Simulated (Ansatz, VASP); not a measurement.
**TlCl in VASP and in Ansatz**

```xyz
2
Lattice="3.8370 0.0000 0.0000 0.0000 3.8370 0.0000 0.0000 0.0000 3.8370" Properties=species:S:1:pos:R:3 pbc="T T T"
Tl    0.0000    0.0000    0.0000
Cl    1.9185    1.9185    1.9185
```

Change from the starting cell: unstrained.

Alike in both runs: task single point; functional r2SCAN; k mesh 6 × 6 × 6; no spin polarisation.

|  | VASP | Ansatz |
| --- | --- | --- |
| version | VASP 6.6.1 | Ansatz 0.2.0 |
| potentials or method | VASP PAW PBE potentials, release 64 (Tl_d, Cl) | PAW with Ansatz's default frozen-core files, scalar-relativistic |
| plane-wave cutoff (eV) | 550 | 500 |
| occupations | gaussian, width 0.01 eV | fixed |
| valence electrons in the cell | 20 | 20 |

```csv
,VASP,Ansatz,Ansatz less VASP
gap on the k mesh at the Fermi level (eV),2.51,2.50,-0.008
pressure (GPa),0.0,0.0,+0.06
```

VASP's potentials were made for PBE, not for r2SCAN.

Neither program's run includes spin-orbit coupling.
